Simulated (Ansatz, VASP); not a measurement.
## Ni in VASP and in Ansatz

```xyz
1
Lattice="-1.3978 1.3978 1.3978 1.3978 -1.3978 1.3978 1.3978 1.3978 -1.3978" Properties=species:S:1:pos:R:3 pbc="T T T"
Ni    0.0000    0.0000    0.0000
```

Alike in both runs: functional PBE; k mesh 21 × 21 × 21; occupations fermi-dirac, width 0.1 eV; no spin polarisation.

Ansatz relaxed the structure, and its values are those at the end. VASP's run is a single point on that final structure, the one shown.

```csv
,VASP,Ansatz
version,VASP 6.6.1,Ansatz 0.2.0
potentials or method,"VASP PAW PBE potentials, release 64 (Ni)","PAW with Ansatz's default frozen-core files, scalar-relativistic"
plane-wave cutoff (eV),520,420
valence electrons in the cell,10,18
```

```tsv
	VASP	Ansatz	Ansatz less VASP
pressure (GPa)	0.0	0.0	+0.05
```

VASP's potentials hold 10 valence electrons a cell and Ansatz's 18, so a difference there can come from the potentials and not from the codes.
